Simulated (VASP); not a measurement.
Input of a VASP 6.6.1 run:

File POSCAR:

```
TeAs
1.0
    0.0000000000      3.2050803600      2.7302536400
    3.2050803600      0.0000000000      2.7302536400
    3.2050803600      3.2050803600      0.0000000000
Te As
1 1
Direct
    0.5000000000      0.5000000000      0.5000000000
    0.0000000000      0.0000000000      0.0000000000
```

The input INCAR.step1:

```
SYSTEM = TeAs
  ALGO = Normal
  EDIFF = 1E-4
  ENCUT = 520
  GGA = PE
  ISMEAR = 0
  LASPH = .True.
  LCHARG = .False.
  LREAL = .False.
  LWAVE = .True.
  NBANDS = 12
  NELM = 100
  PREC = Accurate
  SIGMA = 0.15
```

File INCAR.step2:

```
SYSTEM = TeAs
  ALGO = Normal
  EDIFF = 1E-6
  ENCUT = 520
  ISIF = 2
  ISMEAR = 0
  ISTART = 1
  LASPH = .True.
  LCHARG = .False.
  LMIXTAU = .True.
  LREAL = .False.
  LWAVE = .False.
  METAGGA = R2SCAN
  NBANDS = 12
  NELM = 100
  PREC = Accurate
  SIGMA = 0.15
```

KPOINTS

```
k-points
0
Gamma
  14 14 14
  0 0 0
```

Potentials or basis: VASP PAW PBE potentials, release 64 (Te, As).

The run is started by

```sh
$ cat potpaw_PBE.64/Te/POTCAR potpaw_PBE.64/As/POTCAR > POTCAR
$ cp INCAR.step1 INCAR
$ mpirun -np 1 vasp_std > vasp.out
$ cp INCAR.step2 INCAR
$ mpirun -np 1 vasp_std > vasp.out
```

Problem. What does it give for the pressure?

Solution. -2.1 GPa.

Stress tensor (GPa, compression positive):
```
-7.87  0.00  0.00
 0.00 -7.87  0.00
 0.00  0.00  9.58
```

Caveat: the cell differs from its parent crystal (strain +0.080 along x and y, -0.080 along z); the PAW data sets were made with another functional, which shifts forces and pressure a little.
